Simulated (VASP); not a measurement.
WSe2:

```
CELL_PARAMETERS angstrom
1.67889 0.96931 7.87313
-1.67889 0.96931 7.87313
0.00000 -1.93862 7.87313
ATOMIC_POSITIONS crystal
W 0.00068 0.00068 0.00068
Se 0.40407 0.40407 0.40407
Se 0.26395 0.26395 0.26395
```

* Program: VASP 6.6.1
* Task: relaxation of cell and atoms
* Functional: PBE
* Potentials or basis: VASP PAW PBE potentials, release 64 (W_sv, Se)
* Cutoff: 600 eV
* k mesh: 9 × 9 × 9
* Occupations: gaussian, width 0.02 eV
* Spin: no spin polarisation

At the start: pressure -0.4 GPa; volume 25.62 Å³/atom.

Task: How do energy, volume and symmetry change on relaxing?

Result: Over 5 steps the energy falls by 4.0 meV/atom and the volume is 25.33 Å³/atom (-1.2 %); space group R3m (No. 160, to 0.1 Å) before and after.

The path:
```tsv
step	energy change (eV)	largest force (eV/Å)	pressure (GPa)	volume (Å³)
1	0.0000	0.2135	-0.39	76.87
2	-0.0116	0.0666	-0.35	76.17
3	-0.0116	0.0507	-0.35	76.21
4	-0.0109	0.1106	0.69	75.56
5	-0.0119	0.0043	0.00	75.99
```

Final structure:
```
W Se
1.0
     1.66122    0.95911    7.94875
    -1.66122    0.95911    7.94875
     0.00000   -1.91821    7.94875
W Se
1 2
Direct
  0.00068 0.00068 0.00068
  0.40446 0.40446 0.40446
  0.26356 0.26356 0.26356
```
